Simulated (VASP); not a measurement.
Set up this calculation in VASP 6.6.1, as the native input.

- Task: relaxation of cell and atoms
- Functional: PBE
- Potentials or basis: VASP PAW PBE potentials, release 64 (K_sv, Hf_pv)
- Cutoff: 600 eV
- k mesh: 10 × 10 × 10
- Occupations: gaussian, width 0.1 eV
- Spin: no spin polarisation
- Dipole correction: no
- Further INCAR settings: ALGO = Fast; EDIFF = 1e-06; IBRION = 2; EDIFFG = -0.01; NSW = 100; ISIF = 3

The structure of KHf3 lies in POSCAR:

```
KHf3
1.0
    4.6552550741      0.0000000000      0.0000000000
    0.0000000000      4.6552550741      0.0000000000
    0.0000000000      0.0000000000      4.6552550741
K Hf
1 3
Direct
    0.0000000000      0.0000000000      0.0000000000
    0.0000000000      0.5000000000      0.5000000000
    0.5000000000      0.0000000000      0.5000000000
    0.5000000000      0.5000000000      0.0000000000
```

These files were run (other wordings do the same):

INCAR

```
  PREC = Accurate
  ENCUT = 600
  EDIFF = 1E-6
  ISMEAR = 0
  SIGMA = 0.1
  LREAL = False
  LASPH = True
  NELM = 80
  ALGO = Fast
  ISIF = 3
  LWAVE = False
  LCHARG = False
  GGA = PE
  IBRION = 2
  NSW = 100
  EDIFFG = -0.01
```

KPOINTS

```
regular mesh
0
Gamma
  10 10 10
```

Potentials or basis: VASP PAW PBE potentials, release 64 (K_sv, Hf_pv).

The run is started by

```bash
$ cat potpaw_PBE.64/K_sv/POTCAR potpaw_PBE.64/Hf_pv/POTCAR > POTCAR
$ mpirun -np 1 vasp_std > vasp.out
```

It gave:

```yaml
Relaxed_volume: 25.02 Å³/atom
Relaxed_cell: a = 4.643 Å, b = 4.643 Å, c = 4.643 Å, α = 90.00°, β = 90.00°, γ = 90.00°
Space_group_after_relaxing_to_0.05_Å: Pm-3m (No. 221)
Energy_gained_by_relaxing: 0.3 meV/atom
Ionic_steps: 3
Pressure_after_relaxing: 0.0 GPa
```

Wall time 11 min on 1 thread of Intel Xeon 8259CL, on a shared host, peak memory 0.35 GiB.
